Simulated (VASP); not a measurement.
Input of a VASP 6.6.1 run:

Contents of INCAR:

```
PREC     = Accurate       # precision mode
ENCUT    = 520            # plane-wave cutoff, eV
EDIFF    = 1E-7           # SCF threshold, eV
ISMEAR   = 0              # smearing method
SIGMA    = 0.02           # smearing width, eV
LREAL    = False          # projectors in reciprocal space
LASPH    = True           # aspherical terms in the spheres
NELM     = 100            # most SCF steps
ALGO     = Normal         # electronic algorithm
ISIF     = 2              # what is computed and relaxed
LWAVE    = False          # write WAVECAR
LCHARG   = False          # write CHGCAR
GGA      = PE             # functional
NBANDS   = 25             # bands
```

KPOINTS

```
Automatic mesh
0
Gamma
  7 7 9
```

Contents of POSCAR:

```
Ti
1.0
    4.5673748306      0.0000000000      0.0000000000
   -2.2836874153      3.9554626319      0.0000000000
    0.0000000000      0.0000000000      2.8262442700
Ti
3
Direct
    0.6666666667      0.3333333333      0.5000000000
    0.3333333333      0.6666666667      0.5000000000
    0.0000000000      0.0000000000      0.0000000000
```

Potentials or basis: VASP PAW PBE potentials, release 64 (Ti_sv).

Launch:

```sh
$ cat potpaw_PBE.64/Ti_sv/POTCAR > POTCAR
$ mpirun -np 1 vasp_std > vasp.out
```

(1) Estimate the band gap on the k mesh.

(2) Predict the pressure.

Results:

(1) zero (band 18 reaches 8.63 eV, above the bottom of band 19 at 8.36 eV).

(2) 0.6 GPa.
